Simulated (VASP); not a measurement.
# FeS2 (Pa-3) in VASP: notebook

FeS2 is run at these levels: PBE; tasks: single point.

Program: VASP 6.6.1. These are calculated values, not measurements. Logs are shortened: lines on timing, memory, paths and dates and some standing lists are left out, and cuts for length are marked.

### 1 The cell of the first run

The structure is cubic, space group Pa-3 (No. 205). The conventional cell has a = 5.293 Å, b = 5.293 Å, c = 5.293 Å, α = 90.00°, β = 90.00°, γ = 90.00°. Fe (site symmetry -3) has 6 S at 2.21 Å within 2.9 Å. S (site symmetry 3) has 1 S at 2.15 Å and 3 Fe at 2.21 Å within 2.8 Å.

### 2 Single point, PBE (12.36 Å³/atom)

File INCAR:

```
SYSTEM = FeS2
PREC     = Accurate       ! precision mode
ENCUT    = 600            ! plane-wave cutoff, eV
EDIFF    = 1E-6           ! SCF threshold, eV
ISMEAR   = 0              ! smearing method
SIGMA    = 0.01           ! smearing width, eV
LREAL    = .False.        ! projectors in reciprocal space
LASPH    = .True.         ! aspherical terms in the spheres
NELM     = 120            ! most SCF steps
ALGO     = Normal         ! electronic algorithm
ISIF     = 2              ! what is computed and relaxed
LWAVE    = .False.        ! write WAVECAR
LCHARG   = .True.         ! write CHGCAR
GGA      = PE             ! functional
LELF     = .True.         ! ELF
LVHAR    = .True.       
NBANDS   = 52             ! bands
GGA_COMPAT= .False.
```

File KPOINTS:

```
regular mesh
0
Gamma
  4 4 4
  0 0 0
```

File POSCAR:

```
FeS2
1.0
    5.2930455806      0.0000000000      0.0000000000
    0.0000000000      5.2930455806      0.0000000000
    0.0000000000      0.0000000000      5.2930455806
Fe S
4 8
Direct
    0.0000000000      0.5000000000      0.5000000000
    0.5000000000      0.5000000000      0.0000000000
    0.5000000000      0.0000000000      0.5000000000
    0.0000000000      0.0000000000      0.0000000000
    0.3826532222      0.1173467778      0.8826532222
    0.1173467778      0.8826532222      0.3826532222
    0.8826532222      0.3826532222      0.1173467778
    0.6173467778      0.6173467778      0.6173467778
    0.3826532222      0.3826532222      0.3826532222
    0.1173467778      0.6173467778      0.8826532222
    0.8826532222      0.1173467778      0.6173467778
    0.6173467778      0.8826532222      0.1173467778
```

Potentials or basis: VASP PAW PBE potentials, release 64 (Fe, S).

Command:

```sh
> cat potpaw_PBE.64/Fe/POTCAR potpaw_PBE.64/S/POTCAR > POTCAR
> mpirun -np 1 vasp_std > vasp.out
```

OUTCAR:

```text
SYSTEM = FeS2
   PREC = Accurate
   ENCUT = 600
   EDIFF = 1E-6
   ISMEAR = 0
   LREAL = .False.
   LASPH = .True.
   NELM = 120
   ISIF = 2
   GGA = PE

 ion  position               nearest neighbor table
   1  0.000  0.500  0.500-   6 2.21   7 2.21   8 2.21   9 2.21  10 2.21  11 2.21
   2  0.500  0.500  0.000-   5 2.21   7 2.21   8 2.21   9 2.21  10 2.21  12 2.21
   3  0.500  0.000  0.500-   5 2.21   6 2.21   8 2.21   9 2.21  11 2.21  12 2.21
   4  0.000  0.000  0.000-   5 2.21   6 2.21   7 2.21  10 2.21  11 2.21  12 2.21
   5  0.383  0.117  0.883-  12 2.15   3 2.21   4 2.21   2 2.21
   6  0.117  0.883  0.383-  11 2.15   3 2.21   4 2.21   1 2.21
   7  0.883  0.383  0.117-  10 2.15   2 2.21   4 2.21   1 2.21
   8  0.617  0.617  0.617-   9 2.15   2 2.21   3 2.21   1 2.21
   9  0.383  0.383  0.383-   8 2.15   2 2.21   3 2.21   1 2.21
  10  0.117  0.617  0.883-   7 2.15   2 2.21   4 2.21   1 2.21
  11  0.883  0.117  0.617-   6 2.15   3 2.21   4 2.21   1 2.21
  12  0.617  0.883  0.117-   5 2.15   3 2.21   4 2.21   2 2.21

  LATTYP: Found a simple cubic cell.
 ALAT       =     5.2930455806

  Lattice vectors:

 A1 = (   5.2930455806,   0.0000000000,   0.0000000000)
 A2 = (   0.0000000000,   5.2930455806,   0.0000000000)
 A3 = (   0.0000000000,   0.0000000000,   5.2930455806)

Analysis of symmetry for initial positions (statically):
=====================================================================
 Subroutine PRICEL returns:
 Original cell was already a primitive cell.

 Routine SETGRP: Setting up the symmetry group for a
 simple cubic supercell.

 Subroutine GETGRP returns: Found 24 space group operations
 (whereof  6 operations were pure point group operations)
 out of a pool of 48 trial point group operations.

The static configuration has the point symmetry S_6 .
 The point group associated with its full space group is T_h .

Analysis of symmetry for dynamics (positions and initial velocities):
=====================================================================
 Subroutine PRICEL returns:
 Original cell was already a primitive cell.

 Routine SETGRP: Setting up the symmetry group for a
 simple cubic supercell.

 Subroutine GETGRP returns: Found 24 space group operations
 (whereof  6 operations were pure point group operations)
 out of a pool of 48 trial point group operations.

The dynamic configuration has the point symmetry S_6 .
 The point group associated with its full space group is T_h .

 Subroutine INISYM returns: Found 24 space group operations
 (whereof  6 operations are pure point group operations),
 and found     1 'primitive' translations

----------------------------------------------------------------------------------------

                                     Primitive cell

  volume of cell :     148.2917

  direct lattice vectors                    reciprocal lattice vectors
     5.293045581  0.000000000  0.000000000     0.188927147  0.000000000  0.000000000
     0.000000000  5.293045581  0.000000000     0.000000000  0.188927147  0.000000000
     0.000000000  0.000000000  5.293045581     0.000000000  0.000000000  0.188927147

  length of vectors
     5.293045581  5.293045581  5.293045581     0.188927147  0.188927147  0.188927147

  position of ions in fractional coordinates (direct lattice)
     0.000000000  0.500000000  0.500000000
     0.500000000  0.500000000  0.000000000
     0.500000000  0.000000000  0.500000000
     0.000000000  0.000000000  0.000000000
     0.382653222  0.117346778  0.882653222
     0.117346778  0.882653222  0.382653222
     0.882653222  0.382653222  0.117346778
     0.617346778  0.617346778  0.617346778
     0.382653222  0.382653222  0.382653222
     0.117346778  0.617346778  0.882653222
     0.882653222  0.117346778  0.617346778
     0.617346778  0.882653222  0.117346778

  ion indices of the primitive-cell ions
   primitive index   ion index
                 1           1
                 2           2
                 3           3
                 4           4
                 5           5
                 6           6
                 7           7
                 8           8
                 9           9
                10          10
                11          11
                12          12

----------------------------------------------------------------------------------------

 KPOINTS: regular mesh

Automatic generation of k-mesh.
 Grid dimensions read from file:
 generate k-points for:    4    4    4

 Generating k-lattice:

  Cartesian coordinates                     Fractional coordinates (reciprocal lattice)
     0.047231787  0.000000000  0.000000000     0.250000000  0.000000000  0.000000000
     0.000000000  0.047231787  0.000000000     0.000000000  0.250000000  0.000000000
     0.000000000  0.000000000  0.047231787     0.000000000  0.000000000  0.250000000

  Length of vectors
     0.047231787  0.047231787  0.047231787

  Shift w.r.t. Gamma in fractional coordinates (k-lattice)
     0.000000000  0.000000000  0.000000000

 Subroutine IBZKPT returns following result:
 ===========================================

 Found     11 irreducible k-points:

 Following reciprocal coordinates:
            Coordinates               Weight
  0.000000  0.000000  0.000000      1.000000
  0.250000  0.000000  0.000000      6.000000
  0.500000  0.000000  0.000000      3.000000
  0.250000  0.250000  0.000000     12.000000
  0.500000  0.250000  0.000000      6.000000
 -0.250000  0.500000  0.000000      6.000000
  0.500000  0.500000  0.000000      3.000000
  0.250000  0.250000  0.250000      8.000000
  0.500000  0.250000  0.250000     12.000000
  0.500000  0.500000  0.250000      6.000000
  0.500000  0.500000  0.500000      1.000000
   k-points           NKPTS =     11   k-points in BZ     NKDIM =     11   number of bands    NBANDS=     52
   number of dos      NEDOS =    301   number of ions     NIONS =     12
   total plane-waves  NPLWV =  74088
   dimension x,y,z NGX =    42 NGY =   42 NGZ =   42
   dimension x,y,z NGXF=    84 NGYF=   84 NGZF=   84
   ions per type =               4   8
   NGX,Y,Z   is equivalent  to a cutoff of  13.19, 13.19, 13.19 a.u.
   NGXF,Y,Z  is equivalent  to a cutoff of  26.38, 26.38, 26.38 a.u.
 SYSTEM =  FeS2
   PREC   = accura    normal or accurate (medium, high low for compatibility)
   ISTART =      0    job   : 0-new  1-cont  2-samecut
   ICHARG =      2    charge: 1-file 2-atom 10-const
   ISPIN  =      1    spin polarized calculation?
   LNONCOLLINEAR =      F non collinear calculations
   LSORBIT =      F    spin-orbit coupling
   LASPH  =      T    aspherical Exc in radial PAW
   ENCUT  =  600.0 eV  44.10 Ry    6.64 a.u.  10.57 10.57 10.57*2*pi/ulx,y,z
   NELM   =    120;   NELMIN=  2; NELMDL= -5     # of ELM steps
   EDIFF  = 0.1E-05   stopping-criterion for ELM
   LREAL  =      F    real-space projection
   EDIFFG = 0.1E-04   stopping-criterion for IOM
   NSW    =      0    number of steps for IOM
   IBRION =     -1    ionic relax: 0-MD 1-quasi-New 2-CG
   NFREE  =      0    steps in history (QN), initial steepest desc. (CG)
   ISIF   =      2    stress and relaxation
   ISYM   =      2    0-nonsym 1-usesym 2-fastsym
   POTIM  = 0.5000    time-step for ionic-motion
   TEBEG  =    0.0;   TEEND  =   0.0 temperature during run
   PSTRESS=    0.0 pullay stress
   NELECT =      80.0000    total number of electrons
   NUPDOWN=      -1.0000    fix difference up-down
   EMIN   =  10.00;   EMAX   =-10.00  energy-range for DOS
   EFERMI =   0.00;   METHOD = LEGACY
   ISMEAR =     0;   SIGMA  =   0.01  broadening in eV -4-tet -1-fermi 0-gaus
   EFERMI_NEDOS =   21; number of points for ismear=-14 and -15
   IALGO  =     38    algorithm
   IMIX   =      4    mixing-type and parameters
     AMIX     =   0.40;   BMIX     =  1.00
     AMIX_MAG =   1.60;   BMIX_MAG =  1.00
  volume/ion in A,a.u.               =      12.36        83.39
  Fermi-wavevector in a.u.,A,eV,Ry     =   1.332700  2.518439 24.165176  1.776090
  Thomas-Fermi vector in A             =   2.461615
   LORBIT       =      0    0 simple, 1 ext, 2 COOP (PROOUT), +10 PAW based schemes
   GGA     = PE    functional components
   LHFCALC =     F    Hartree Fock is set to
   AEXX    =    0.0000 exact exchange contribution
   IVDW    =     0    specifies the selected vdW correction
   LEPSILON=     F    determine dielectric tensor
   LRPA    =     F    only Hartree local field effects (RPA)
 non-spin polarized calculation
 Gauss-broadening in eV      SIGMA  =   0.01
  energy-cutoff  :      600.00
  volume of cell :      148.29
 maximum number of plane-waves:      4972
   NGX = 21   NGY = 21   NGZ = 21

 number of electron      79.9999986 magnetization

 Free energy of the ion-electron system (eV)
  ---------------------------------------------------
  ext. energy  EPLUGINS =         0.00000000
  ---------------------------------------------------
  free energy    TOTEN  =       -71.79273146 eV

  energy without entropy =      -71.79273146  energy(sigma->0) =      -71.79273146

 E-fermi :   8.7637     XC(G=0): -12.2549

 val. band max:        8.6876262724   @ k =   0.5000   0.0000   0.0000
 cond. band min:       9.0918365393   @ k =   0.0000   0.0000   0.0000
 fundamental gap:      0.4042102669
 Fermi energy:         8.7636768595

 k-point     1 :       0.0000    0.0000    0.0000
  band No.  band energies     occupation
      1      -8.5827      2.00000
      2      -6.1469      2.00000
      3      -6.1469      2.00000
      4      -6.1469      2.00000
      5      -3.8090      2.00000
      6      -3.8090      2.00000
[... 44 lines left out ...]
     51      13.0575      0.00000
     52      13.0575      0.00000

 k-point     2 :       0.2500    0.0000    0.0000
  band No.  band energies     occupation
      1      -8.3295      2.00000
      2      -6.6885      2.00000
      3      -6.0861      2.00000
      4      -6.0813      2.00000
      5      -3.7169      2.00000
      6      -3.6784      2.00000
[... 44 lines left out ...]
     51      12.5225      0.00000
     52      12.9428      0.00000

 k-point     3 :       0.5000    0.0000    0.0000
  band No.  band energies     occupation
      1      -7.6248      2.00000
      2      -7.6248      2.00000
      3      -6.0170      2.00000
      4      -6.0170      2.00000
      5      -3.5570      2.00000
      6      -3.5570      2.00000
[... 44 lines left out ...]
     51      12.6546      0.00000
     52      12.6546      0.00000
[... 331 lines left out ...]
 k-point    10 :       0.5000    0.5000    0.2500
  band No.  band energies     occupation
      1      -6.7267      2.00000
      2      -6.7267      2.00000
      3      -6.7267      2.00000
      4      -6.7267      2.00000
      5      -3.8626      2.00000
      6      -3.8626      2.00000
[... 44 lines left out ...]
     51      12.0665      0.00000
     52      12.0665      0.00000

 k-point    11 :       0.5000    0.5000    0.5000
  band No.  band energies     occupation
      1      -6.5874      2.00000
      2      -6.5874      2.00000
      3      -6.5874      2.00000
      4      -6.5874      2.00000
      5      -4.1872      2.00000
      6      -4.1872      2.00000
[... 44 lines left out ...]
     51      12.1293      0.00000
     52      12.1293      0.00000

------------------------ aborting loop because EDIFF is reached ----------------------------------------

  FORCE on cell =-STRESS in cart. coord.  units (eV):
  Direction    XX          YY          ZZ          XY          YZ          ZX
  --------------------------------------------------------------------------------------
  -------------------------------------------------------------------------------------
  Total       10.6107657     10.6107657     10.6107657      0.0000000     -0.0000000      0.0000000
  in kB      114.6411157    114.6411157    114.6411157      0.0000000     -0.0000000      0.0000000
  external PRESSURE =     114.6411157 kB  Pullay stress =       0.0000000 kB

 VOLUME and BASIS-vectors are now :
 -----------------------------------------------------------------------------
  energy-cutoff  :      600.00
  volume of cell :      148.29
      direct lattice vectors                 reciprocal lattice vectors
     5.293045581  0.000000000  0.000000000     0.188927147  0.000000000  0.000000000
     0.000000000  5.293045581  0.000000000     0.000000000  0.188927147  0.000000000
     0.000000000  0.000000000  5.293045581     0.000000000  0.000000000  0.188927147

 POSITION                                       TOTAL-FORCE (eV/Angst)
 -----------------------------------------------------------------------------------
      0.00000      2.64652      2.64652         0.000000      0.000000      0.000000
      2.64652      2.64652      0.00000         0.000000      0.000000      0.000000
      2.64652      0.00000      2.64652         0.000000      0.000000      0.000000
      0.00000      0.00000      0.00000         0.000000      0.000000      0.000000
      2.02540      0.62112      4.67192         0.004329     -0.004329      0.004329
      0.62112      4.67192      2.02540        -0.004329      0.004329      0.004329
      4.67192      2.02540      0.62112         0.004329      0.004329     -0.004329
      3.26764      3.26764      3.26764        -0.004329     -0.004329     -0.004329
      2.02540      2.02540      2.02540         0.004329      0.004329      0.004329
      0.62112      3.26764      4.67192        -0.004329     -0.004329      0.004329
      4.67192      0.62112      3.26764         0.004329     -0.004329     -0.004329
      3.26764      4.67192      0.62112        -0.004329      0.004329     -0.004329
 -----------------------------------------------------------------------------------
    total drift:                               -0.000000      0.000000     -0.000000

  FREE ENERGIE OF THE ION-ELECTRON SYSTEM (eV)
  ---------------------------------------------------
  free  energy   TOTEN  =       -71.7927314573 eV

  energy  without entropy=      -71.7927314573  energy(sigma->0) =      -71.79273146
```

It took 2.9 min on 1 thread of Intel Xeon 8259CL, shared host; peak memory 0.29 GiB.

What came out:

```
Free energy            : -71.7927 eV
Pressure               : 11.5 GPa
Largest force          : 0.007 eV/Å
Band gap on the k mesh : 0.40 eV (least direct gap 0.46 eV)
```

Forces on the atoms (eV/Å):
```
Fe   0.000  0.000  0.000
Fe   0.000  0.000  0.000
Fe   0.000  0.000  0.000
Fe   0.000  0.000  0.000
S    0.004 -0.004  0.004
S   -0.004  0.004  0.004
S    0.004  0.004 -0.004
S   -0.004 -0.004 -0.004
S    0.004  0.004  0.004
S   -0.004 -0.004  0.004
S    0.004 -0.004 -0.004
S   -0.004  0.004 -0.004
```

Levels at points of the mesh, in eV from the valence-band top:
```csv
k point,band 36,band 37,band 38,band 39,band 40,band 41,band 42,band 43,band 44,band 45
"(0.00, 0.00, 0.00)",-0.36,-0.29,-0.29,-0.29,-0.05,0.40,1.75,1.75,1.75,3.41
"(0.50, 0.00, 0.00)",-0.39,-0.15,-0.15,0.00,0.00,1.77,1.77,1.83,1.83,2.64
"(0.50, 0.50, 0.00)",-0.42,-0.13,-0.13,-0.13,-0.13,2.01,2.01,2.01,2.01,2.21
"(0.50, 0.50, 0.50)",-1.16,-0.40,-0.40,-0.40,-0.40,1.73,1.73,1.73,1.73,2.77
```

Caveat: the cell stands under pressure.

### 3 Single point, PBE (12.75 Å³/atom)

This run uses another cell than the first one, of 12.75 Å³/atom.

File INCAR:

```
  PREC = Accurate
  ENCUT = 600
  EDIFF = 1E-6
  ISMEAR = 0
  SIGMA = 0.01
  LREAL = False
  LASPH = True
  NELM = 120
  ALGO = Normal
  ISIF = 2
  LWAVE = False
  LCHARG = False
  GGA = PE
  NBANDS = 52
  GGA_COMPAT = False
```

File KPOINTS:

```
Automatic mesh
0
Gamma
  4 4 4
```

POSCAR: that of step 2 with these lines changed.

```diff
@@ -2,5 +2,5 @@
 1.0
-    5.2930455806      0.0000000000      0.0000000000
-    0.0000000000      5.2930455806      0.0000000000
-    0.0000000000      0.0000000000      5.2930455806
+    5.3487659446      0.0000000000      0.0000000000
+    0.0000000000      5.3487659446      0.0000000000
+    0.0000000000      0.0000000000      5.3487659446
 Fe S
```

Potentials or basis: VASP PAW PBE potentials, release 64 (Fe, S).

Command:

```sh
> cat potpaw_PBE.64/Fe/POTCAR potpaw_PBE.64/S/POTCAR > POTCAR
> mpirun -np 1 vasp_std > vasp.out
```

OUTCAR:

```text
PREC = Accurate
   ENCUT = 600
   EDIFF = 1E-6
   ISMEAR = 0
   LREAL = False
   LASPH = True
   NELM = 120
   ISIF = 2
   GGA = PE

 ion  position               nearest neighbor table
   1  0.000  0.500  0.500-   6 2.23   7 2.23   8 2.23   9 2.23  10 2.23  11 2.23
   2  0.500  0.500  0.000-   5 2.23   7 2.23   8 2.23   9 2.23  10 2.23  12 2.23
   3  0.500  0.000  0.500-   5 2.23   6 2.23   8 2.23   9 2.23  11 2.23  12 2.23
   4  0.000  0.000  0.000-   5 2.23   6 2.23   7 2.23  10 2.23  11 2.23  12 2.23
   5  0.383  0.117  0.883-  12 2.17   3 2.23   4 2.23   2 2.23
[... 822 lines left out ...]
 VOLUME and BASIS-vectors are now :
 -----------------------------------------------------------------------------
  energy-cutoff  :      600.00
  volume of cell :      153.02
      direct lattice vectors                 reciprocal lattice vectors
     5.348765945  0.000000000  0.000000000     0.186959013  0.000000000  0.000000000
     0.000000000  5.348765945  0.000000000     0.000000000  0.186959013  0.000000000
     0.000000000  0.000000000  5.348765945     0.000000000  0.000000000  0.186959013

 POSITION                                       TOTAL-FORCE (eV/Angst)
 -----------------------------------------------------------------------------------
      0.00000      2.67438      2.67438         0.000000      0.000000      0.000000
      2.67438      2.67438      0.00000         0.000000      0.000000      0.000000
      2.67438      0.00000      2.67438         0.000000      0.000000      0.000000
      0.00000      0.00000      0.00000         0.000000      0.000000      0.000000
      2.04672      0.62766      4.72111         0.026490     -0.026490      0.026490
      0.62766      4.72111      2.04672        -0.026490      0.026490      0.026490
      4.72111      2.04672      0.62766         0.026490      0.026490     -0.026490
      3.30204      3.30204      3.30204        -0.026490     -0.026490     -0.026490
      2.04672      2.04672      2.04672         0.026490      0.026490      0.026490
      0.62766      3.30204      4.72111        -0.026490     -0.026490      0.026490
      4.72111      0.62766      3.30204         0.026490     -0.026490     -0.026490
      3.30204      4.72111      0.62766        -0.026490      0.026490     -0.026490
 -----------------------------------------------------------------------------------
    total drift:                                0.000000     -0.000000     -0.000000

  FREE ENERGIE OF THE ION-ELECTRON SYSTEM (eV)
  ---------------------------------------------------
  free  energy   TOTEN  =       -72.0384722407 eV

  energy  without entropy=      -72.0384722407  energy(sigma->0) =      -72.03847224
```

It took 3.7 min on 1 thread of Intel Xeon 8259CL, shared host; peak memory 0.36 GiB.

What came out:

| Property | Result |
| --- | --- |
| Free energy | -72.0385 eV |
| Pressure | 5.3 GPa |
| Largest force | 0.046 eV/Å |
| Band gap on the k mesh | 0.41 eV (least direct gap 0.46 eV) |

Forces on the atoms (eV/Å):
```
Fe   0.000  0.000  0.000
Fe   0.000  0.000  0.000
Fe   0.000  0.000  0.000
Fe   0.000  0.000  0.000
S    0.026 -0.026  0.026
S   -0.026  0.026  0.026
S    0.026  0.026 -0.026
S   -0.026 -0.026 -0.026
S    0.026  0.026  0.026
S   -0.026 -0.026  0.026
S    0.026 -0.026 -0.026
S   -0.026  0.026 -0.026
```

Caveat: the cell stands under pressure.
